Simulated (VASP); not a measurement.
# AgBr (Fm-3m) in VASP: further runs, part 2 of 2

VASP 6.6.1.

## (5) Relaxation of the atoms, PBE

This run uses another cell than the first one, of 23.64 Å³/atom.

Input file INCAR:

```
ALGO = Normal ; EDIFF = 1E-7
EDIFFG = -0.01 ; ENCUT = 450
GGA = PE ; GGA_COMPAT = F
IBRION = 2 ; ISIF = 2
ISMEAR = -1 ; LASPH = T
LCHARG = F ; LREAL = F
LWAVE = F ; NELM = 120
NELMIN = 4 ; NSW = 50
PREC = Accurate ; SIGMA = 0.03
```

Input file KPOINTS:

```
k-points
0
Gamma
  9 9 9
```

Input file POSCAR:

```
AgBr
1.0
    0.0000000000      2.8701500000      2.8701500000
    2.8701500000      0.0000000000      2.8701500000
    2.8701500000      2.8701500000      0.0000000000
Ag Br
1 1
Direct
    0.0000000000      0.0000000000      0.0000000000
    0.5000000000      0.5000000000      0.5000000000
```

Potentials or basis: VASP PAW PBE potentials, release 64 (Ag, Br).

On the command line:

```console
$ cat potpaw_PBE.64/Ag/POTCAR potpaw_PBE.64/Br/POTCAR > POTCAR
$ mpirun -np 1 vasp_std > vasp.out
```

OUTCAR:

```text
EDIFF = 1E-7
   EDIFFG = -0.01
   ENCUT = 450
   GGA = PE
   IBRION = 2
   ISIF = 2
   ISMEAR = -1
   LASPH = T
   LREAL = F
   NELM = 120
   NELMIN = 4
   NSW = 50
   PREC = Accurate

 ion  position               nearest neighbor table
   1  0.000  0.000  0.000-   2 2.87   2 2.87   2 2.87   2 2.87   2 2.87   2 2.87
   2  0.500  0.500  0.500-   1 2.87   1 2.87   1 2.87   1 2.87   1 2.87   1 2.87

  LATTYP: Found a face centered cubic cell.
 ALAT       =     5.7403000000

  Lattice vectors:

 A1 = (   0.0000000000,   2.8701500000,   2.8701500000)
 A2 = (   2.8701500000,   0.0000000000,   2.8701500000)
 A3 = (   2.8701500000,   2.8701500000,   0.0000000000)

Analysis of symmetry for initial positions (statically):
=====================================================================
 Subroutine PRICEL returns:
 Original cell was already a primitive cell.

 Routine SETGRP: Setting up the symmetry group for a
 face centered cubic supercell.

 Subroutine GETGRP returns: Found 48 space group operations
 (whereof 48 operations were pure point group operations)
 out of a pool of 48 trial point group operations.

The static configuration has the point symmetry O_h .

Analysis of symmetry for dynamics (positions and initial velocities):
=====================================================================
 Subroutine PRICEL returns:
 Original cell was already a primitive cell.

 Routine SETGRP: Setting up the symmetry group for a
 face centered cubic supercell.

 Subroutine GETGRP returns: Found 48 space group operations
 (whereof 48 operations were pure point group operations)
 out of a pool of 48 trial point group operations.

The dynamic configuration has the point symmetry O_h .

 Subroutine INISYM returns: Found 48 space group operations
 (whereof 48 operations are pure point group operations),
 and found     1 'primitive' translations

----------------------------------------------------------------------------------------

                                     Primitive cell

  volume of cell :      47.2872

  direct lattice vectors                    reciprocal lattice vectors
     0.000000000  2.870150000  2.870150000    -0.174206923  0.174206923  0.174206923
     2.870150000  0.000000000  2.870150000     0.174206923 -0.174206923  0.174206923
     2.870150000  2.870150000  0.000000000     0.174206923  0.174206923 -0.174206923

  length of vectors
     4.059005056  4.059005056  4.059005056     0.301735242  0.301735242  0.301735242

  position of ions in fractional coordinates (direct lattice)
     0.000000000  0.000000000  0.000000000
     0.500000000  0.500000000  0.500000000

  ion indices of the primitive-cell ions
   primitive index   ion index
                 1           1
                 2           2

----------------------------------------------------------------------------------------

 KPOINTS: k-points

Automatic generation of k-mesh.
 Grid dimensions read from file:
 generate k-points for:    9    9    9

 Generating k-lattice:

  Cartesian coordinates                     Fractional coordinates (reciprocal lattice)
    -0.019356325  0.019356325  0.019356325     0.111111111  0.000000000  0.000000000
     0.019356325 -0.019356325  0.019356325     0.000000000  0.111111111  0.000000000
[... 41 lines left out ...]
   number of dos      NEDOS =    301   number of ions     NIONS =      2
   total plane-waves  NPLWV =  21952
   dimension x,y,z NGX =    28 NGY =   28 NGZ =   28
   dimension x,y,z NGXF=    56 NGYF=   56 NGZF=   56
   ions per type =               1   1
   NGX,Y,Z   is equivalent  to a cutoff of  11.47, 11.47, 11.47 a.u.
   NGXF,Y,Z  is equivalent  to a cutoff of  22.94, 22.94, 22.94 a.u.
 SYSTEM =  unknown system
   PREC   = accura    normal or accurate (medium, high low for compatibility)
   ISTART =      0    job   : 0-new  1-cont  2-samecut
   ICHARG =      2    charge: 1-file 2-atom 10-const
   ISPIN  =      1    spin polarized calculation?
   LNONCOLLINEAR =      F non collinear calculations
   LSORBIT =      F    spin-orbit coupling
   LASPH  =      T    aspherical Exc in radial PAW
   ENCUT  =  450.0 eV  33.07 Ry    5.75 a.u.   7.02  7.02  7.02*2*pi/ulx,y,z
   NELM   =    120;   NELMIN=  4; NELMDL= -5     # of ELM steps
   EDIFF  = 0.1E-06   stopping-criterion for ELM
   LREAL  =      F    real-space projection
   EDIFFG = -.1E-01   stopping-criterion for IOM
   NSW    =     50    number of steps for IOM
   IBRION =      2    ionic relax: 0-MD 1-quasi-New 2-CG
   NFREE  =      1    steps in history (QN), initial steepest desc. (CG)
   ISIF   =      2    stress and relaxation
   ISYM   =      2    0-nonsym 1-usesym 2-fastsym
   POTIM  = 0.5000    time-step for ionic-motion
   TEBEG  =    0.0;   TEEND  =   0.0 temperature during run
   PSTRESS=    0.0 pullay stress
   NELECT =      18.0000    total number of electrons
   NUPDOWN=      -1.0000    fix difference up-down
   EMIN   =  10.00;   EMAX   =-10.00  energy-range for DOS
   EFERMI =   0.00;   METHOD = LEGACY
   ISMEAR =    -1;   SIGMA  =   0.03  broadening in eV -4-tet -1-fermi 0-gaus
   EFERMI_NEDOS =   21; number of points for ismear=-14 and -15
   IALGO  =     38    algorithm
   IMIX   =      4    mixing-type and parameters
     AMIX     =   0.40;   BMIX     =  1.00
     AMIX_MAG =   1.60;   BMIX_MAG =  1.00
  volume/ion in A,a.u.               =      23.64       159.55
  Fermi-wavevector in a.u.,A,eV,Ry     =   1.186454  2.242074 19.152570  1.407674
  Thomas-Fermi vector in A             =   2.322627
   LORBIT       =      0    0 simple, 1 ext, 2 COOP (PROOUT), +10 PAW based schemes
   GGA     = PE    functional components
   LHFCALC =     F    Hartree Fock is set to
   AEXX    =    0.0000 exact exchange contribution
   IVDW    =     0    specifies the selected vdW correction
   LEPSILON=     F    determine dielectric tensor
   LRPA    =     F    only Hartree local field effects (RPA)
 conjugate gradient relaxation of ions
 non-spin polarized calculation
  energy-cutoff  :      450.00
  volume of cell :       47.29
 maximum number of plane-waves:      1037
   NGX = 13   NGY = 13   NGZ = 13

 number of electron      17.9999998 magnetization

 Free energy of the ion-electron system (eV)
  ---------------------------------------------------
  ext. energy  EPLUGINS =         0.00000000
  ---------------------------------------------------
  free energy    TOTEN  =        -4.98322886 eV

  energy without entropy =       -4.98322878  energy(sigma->0) =       -4.98322882

 E-fermi :   3.9891     XC(G=0):  -9.8607

 val. band max:        3.5771594371   @ k =   0.4444   0.0000   0.0000
 cond. band min:       4.2929875724   @ k =   0.0000   0.0000   0.0000
 fundamental gap:      0.7158281353
 Fermi energy:         3.9890811735

 k-point     1 :       0.0000    0.0000    0.0000
  band No.  band energies     occupation
      1     -11.4611      2.00000
      2       0.8240      2.00000
      3       0.8240      2.00000
      4       0.8240      2.00000
      5       0.8241      2.00000
      6       0.8241      2.00000
      7       1.6867      2.00000
      8       1.6867      2.00000
      9       1.6867      2.00000
     10       4.2930      0.00008
     11      13.5341      0.00000
     12      13.5341      0.00000
     13      13.5341      0.00000
[... 354 lines left out ...]
  band No.  band energies     occupation
      1     -10.9942      2.00000
      2      -0.7367      2.00000
      3       0.5586      2.00000
      4       0.7367      2.00000
      5       0.7367      2.00000
      6       0.9798      2.00000
      7       1.3018      2.00000
      8       1.3018      2.00000
      9       1.4403      2.00000
     10       5.3421      0.00000
     11      10.7127      0.00000
     12      12.4651      0.00000
     13      14.4786      0.00000

 [... further k-points ...]

------------------------ aborting loop because EDIFF is reached ----------------------------------------

  FORCE on cell =-STRESS in cart. coord.  units (eV):
  Direction    XX          YY          ZZ          XY          YZ          ZX
  --------------------------------------------------------------------------------------
  -------------------------------------------------------------------------------------
  Total        0.6679704      0.6679704      0.6679704      0.0000000      0.0000000     -0.0000000
  in kB       22.6320565     22.6320565     22.6320565      0.0000000      0.0000000     -0.0000000
  external PRESSURE =      22.6320565 kB  Pullay stress =       0.0000000 kB

 VOLUME and BASIS-vectors are now :
 -----------------------------------------------------------------------------
  energy-cutoff  :      450.00
  volume of cell :       47.29
      direct lattice vectors                 reciprocal lattice vectors
     0.000000000  2.870150000  2.870150000    -0.174206923  0.174206923  0.174206923
     2.870150000  0.000000000  2.870150000     0.174206923 -0.174206923  0.174206923
     2.870150000  2.870150000  0.000000000     0.174206923  0.174206923 -0.174206923

 POSITION                                       TOTAL-FORCE (eV/Angst)
 -----------------------------------------------------------------------------------
      0.00000      0.00000      0.00000         0.000000      0.000000      0.000000
      2.87015      2.87015      2.87015        -0.000000     -0.000000     -0.000000
 -----------------------------------------------------------------------------------
    total drift:                                0.000000      0.000000      0.000000

  FREE ENERGIE OF THE ION-ELECTRON SYSTEM (eV)
  ---------------------------------------------------
  free  energy   TOTEN  =        -4.9832288635 eV

  energy  without entropy=       -4.9832287772  energy(sigma->0) =       -4.98322882

 reached required accuracy - stopping structural energy minimisation
```

OSZICAR:

```text
N       E                     dE             d eps       ncg     rms          rms(c)
DAV:   1     0.927930420052E+02    0.92793E+02   -0.78401E+03   958   0.109E+03
DAV:   2    -0.152057929715E+01   -0.94314E+02   -0.88302E+02  1110   0.232E+02
DAV:   3    -0.507833464590E+01   -0.35578E+01   -0.35494E+01  1050   0.484E+01
DAV:   4    -0.509969115750E+01   -0.21357E-01   -0.21355E-01  1040   0.418E+00
DAV:   5    -0.509989075233E+01   -0.19959E-03   -0.19959E-03  1035   0.392E-01    0.601E+00
DAV:   6    -0.498692405686E+01    0.11297E+00   -0.24215E-01   955   0.738E+00    0.392E+00
DAV:   7    -0.498322023985E+01    0.37038E-02   -0.72448E-02   920   0.209E+00    0.157E+00
DAV:   8    -0.498317950026E+01    0.40740E-04   -0.44393E-03   955   0.833E-01    0.270E-01
DAV:   9    -0.498320001936E+01   -0.20519E-04   -0.69461E-04   995   0.326E-01    0.324E-02
DAV:  10    -0.498322292569E+01   -0.22906E-04   -0.46278E-05   963   0.102E-01    0.190E-02
DAV:  11    -0.498322939870E+01   -0.64730E-05   -0.13895E-05   955   0.351E-02    0.725E-03
DAV:  12    -0.498322891684E+01    0.48186E-06   -0.19192E-06  1013   0.173E-02    0.202E-03
DAV:  13    -0.498322886353E+01    0.53310E-07   -0.35572E-07   947   0.553E-03
   1 F= -.49832289E+01 E0= -.49832288E+01  d E =-.498323E+01
```

Run time: 8.3 s. Hardware: 1 thread of Intel Xeon 6975P-C (Granite Rapids), shared host; peak memory 0.16 GiB.

Results:

* Free energy: -4.9832 eV
* Pressure after relaxing: 2.3 GPa
* Band gap on the k mesh: 0.72 eV (least direct gap 2.61 eV)

Final structure:
```xyz
2
Lattice="0.0000 2.8702 2.8702 2.8702 0.0000 2.8702 2.8702 2.8702 0.0000" Properties=species:S:1:pos:R:3 pbc="T T T"
Ag    0.0000    0.0000    0.0000
Br    2.8702    2.8702    2.8702
```

Caveat: the relaxation stopped at its first step, so nothing moved; an odd mesh through Γ misses points on the zone boundary, where band edges can lie.

## (6) Summary

```tsv
cell	gap on the mesh (eV)	pressure (GPa)
atoms relaxed from a = 3.516 Å, angles 60.0°, 2 atoms	0.64	67.6
atoms relaxed from a = 3.768 Å, angles 60.0°, 2 atoms	0.84	22.2
atoms relaxed from a = 3.919 Å, angles 60.0°, 2 atoms	0.73	9.2
atoms relaxed from a = 4.059 Å, angles 60.0°, 2 atoms	0.72	2.3
```

Alike in all rows: task relaxation of the atoms; level PBE; potentials or basis VASP PAW PBE potentials, release 64 (Ag, Br); no spin polarisation; k mesh 9 × 9 × 9; cutoff (eV) 450; smearing fermi-dirac 0.03 eV.

Caveats: the relaxation stopped at its first step, so nothing moved; an odd mesh through Γ misses points on the zone boundary, where band edges can lie.

Total energies depend on the potentials used, so only differences within one code and one set of settings carry meaning.
